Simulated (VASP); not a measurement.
H3CCl: single point with PBE+D3(BJ)

H3CCl:

```
C Cl H
1.0
     9.02872    0.00000    0.00000
     0.00000    9.02872    0.00000
     0.00000    0.00000    9.02872
C Cl H
8 8 24
Direct
  0.59130 0.22615 0.31365
  0.96265 0.95850 0.77720
  0.86374 0.78894 0.40567
  0.23630 0.17932 0.99394
  0.83385 0.41119 0.81900
  0.48413 0.58264 0.64800
  0.18271 0.54688 0.24940
  0.56505 0.82544 0.00784
  0.57722 0.17062 0.50787
  0.92227 0.99693 0.96746
  0.99147 0.92792 0.34315
  0.27223 0.35191 0.90639
  0.79248 0.53765 0.97544
  0.51175 0.77566 0.66717
  0.20592 0.40692 0.40146
  0.52630 0.86433 0.19998
  0.66576 0.32040 0.31635
  0.64370 0.13700 0.25220
  0.47621 0.26149 0.28403
  0.03598 0.85905 0.77759
  0.84866 0.94917 0.72215
  0.02339 0.04582 0.73579
  0.77337 0.84201 0.46559
  0.82592 0.73713 0.30435
  0.93195 0.70512 0.47042
  0.21972 0.10159 0.91406
  0.32248 0.15198 0.06738
  0.12945 0.18317 0.06344
  0.82544 0.29817 0.86672
  0.75308 0.45585 0.74314
  0.95553 0.41923 0.78620
  0.38259 0.58081 0.57925
  0.57464 0.53883 0.58241
  0.48859 0.52247 0.74836
  0.21100 0.65540 0.30476
  0.25853 0.52133 0.16476
  0.06619 0.54050 0.20982
  0.47232 0.86254 0.94330
  0.66652 0.88423 0.97533
  0.57686 0.70673 0.99132
```

* Program: VASP 6.6.1
* Task: single point
* Functional: PBE
* Dispersion: D3(BJ)
* Potentials or basis: VASP PAW PBE potentials, release 64 (C, Cl, H)
* Cutoff: 520 eV
* k mesh: 1 × 1 × 1
* Occupations: fermi-dirac, width 0.05 eV
* Spin: no spin polarisation

```
Pressure                   : -0.2 GPa
Largest force              : 3.827 eV/Å
Band gap on the k mesh     : 5.41 eV
Dispersion energy per atom : -0.043 eV
```

Forces in eV/Å, atoms in the order of the input:
```
C   -0.567  0.535  1.010
C   -1.964 -2.101  0.594
C    1.255 -0.715  0.175
C   -2.144  2.104  2.371
C    1.565  0.160  1.442
C   -0.240  0.619 -2.016
C   -0.997  0.596  2.341
C    0.172  0.147  0.310
Cl   0.071 -0.065 -0.339
Cl  -0.083  0.005  0.270
Cl   0.048  0.239  0.242
Cl  -0.016  0.114 -0.029
Cl   0.694 -0.522 -0.234
Cl   0.385  0.591  0.166
Cl  -0.191  0.620 -0.975
Cl   0.008 -0.210 -0.134
H    0.090  0.375 -0.185
H   -0.371 -0.250 -0.192
H    0.840 -0.453 -0.201
H   -0.820  0.236 -0.287
H    1.605 -0.245  0.292
H    1.101  2.013 -1.026
H    0.007 -0.121  0.169
H   -0.409 -0.247 -0.163
H   -0.901  0.857 -0.332
H   -0.199 -2.098 -2.182
H    1.344 -0.327  0.768
H    1.266  0.311 -0.901
H   -0.683  0.366 -0.550
H   -0.006 -0.754 -0.786
H   -1.294  0.493  0.145
H    0.217 -0.823  0.665
H    0.289 -0.039 -0.476
H   -0.608 -0.342  1.339
H   -0.418 -0.806 -0.662
H    0.970 -0.446 -1.014
H    0.575  0.079  0.279
H   -0.516  0.350 -0.225
H   -0.151 -0.134  0.133
H    0.073 -0.109  0.197
```

Stress tensor (GPa, compression positive):
```
-0.98  0.97 -0.01
 0.97  0.30  0.66
-0.01  0.66  0.16
```

Levels at points of the mesh, in eV from the valence-band top:
| k point | band 54 | band 55 | band 56 | band 57 | band 58 | band 59 |
| --- | --- | --- | --- | --- | --- | --- |
| (0.00, 0.00, 0.00) | -0.08 | -0.03 | 0.00 | 5.41 | 5.44 | 5.73 |

Wall time 100 s on 1 thread of AMD EPYC 7R13 Processor (Zen 3), with other jobs on the host, peak memory 0.63 GiB.

Caveat: the k points lie up to 0.70 Å⁻¹ apart.
